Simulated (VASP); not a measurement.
Input of a VASP 6.6.1 run:

Contents of POSCAR:

```
BiTe
1.0
    0.0000000000      3.2350000000      3.2350000000
    3.2350000000      0.0000000000      3.2350000000
    3.2350000000      3.2350000000      0.0000000000
Bi Te
1 1
Direct
    0.0000000000      0.0000000000      0.0000000000
    0.5000000000      0.5000000000      0.5000000000
```

INCAR.step1

```
SYSTEM = BiTe
PREC = Accurate
ENCUT = 520
EDIFF = 1E-5
ISMEAR = -1
SIGMA = 0.05
LREAL = .False.
LASPH = .True.
NELM = 60
ALGO = Normal
ISIF = 2
LWAVE = .True.
NBANDS = 18
GGA = PE
```

File INCAR.step2:

```
SYSTEM = BiTe
PREC = Accurate
ENCUT = 520
EDIFF = 1E-6
ISMEAR = -1
SIGMA = 0.05
LREAL = .False.
LASPH = .True.
NELM = 60
ALGO = Normal
ISIF = 2
LWAVE = .False.
LCHARG = .True.
GGA = PE
LHFCALC = .True.
AEXX = 0.35
HFSCREEN = 0.2078699
PRECFOCK = Normal
LELF = .True.
LVHAR = .True.
NBANDS = 18
ISTART = 1
```

Contents of KPOINTS:

```
regular mesh
0
Gamma
  4 4 4
  0 0 0
```

Potentials or basis: VASP PAW PBE potentials, release 64 (Bi_d, Te).

Command:

```bash
$ cat potpaw_PBE.64/Bi_d/POTCAR potpaw_PBE.64/Te/POTCAR > POTCAR
$ cp INCAR.step1 INCAR
$ mpirun -np 1 vasp_std > vasp.out
$ cp INCAR.step2 INCAR
$ mpirun -np 1 vasp_std > vasp.out
```

**Question.** Estimate the pressure.

**Answer.** -2.3 GPa.

**Question.** Predict the band gap on the k mesh.

**Answer.** Zero (an odd number of electrons rules out a gap without spin polarisation).

Caveat: the k points lie up to 0.42 Å⁻¹ apart, too coarse for converged energies and pressures of a metal; the PAW data sets were made with another functional, which shifts forces and pressure a little; spin-orbit coupling is left out, which moves the levels of the heavy elements.
